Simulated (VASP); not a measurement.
Runs of VASP 6.6.1 on ZnSe. The structure is that of space group P4/nmm (No. 129), or close to it. The cells are those of the table. 

| cell | k mesh | gap on the mesh (eV) | pressure (GPa) | largest force (eV/Å) |
| --- | --- | --- | --- | --- |
| a = 3.923, b = 3.923, c = 4.625 Å, 4 atoms | 8 × 8 × 6 | (b) | 16.2 | 2.27 |
| a = 4.042, b = 4.042, c = 5.572 Å, 4 atoms | 8 × 8 × 6, shifted | 2.03 | -4.9 | 0.92 |
| a = 4.042, b = 4.042, c = 5.572 Å, 4 atoms | 8 × 8 × 6 | 1.36 | -4.9 | 0.92 |
| a = 4.102, b = 4.102, c = 4.941 Å, 4 atoms | 8 × 8 × 6 | 1.07 | 0.2 | 0.33 |
| a = 3.923, b = 3.923, c = 4.941 Å, 4 atoms | 8 × 8 × 6 | 1.33 | (a) | 1.29 |

Alike in all rows: task single point; level LDA; potentials or basis VASP PAW LDA potentials, release 64 (Zn, Se); no spin polarisation; cutoff (eV) 520; smearing gaussian 0.05 eV.

Question: Fill in the values left out.

Answer: (a) 8.6; (b) 0.92.

Caveats: forces of over 1 eV/Å act on the atoms, so gaps and moduli don't describe the material at rest (some runs).

A k mesh can miss the band edges, and the runs leave out spin-orbit coupling on Se.
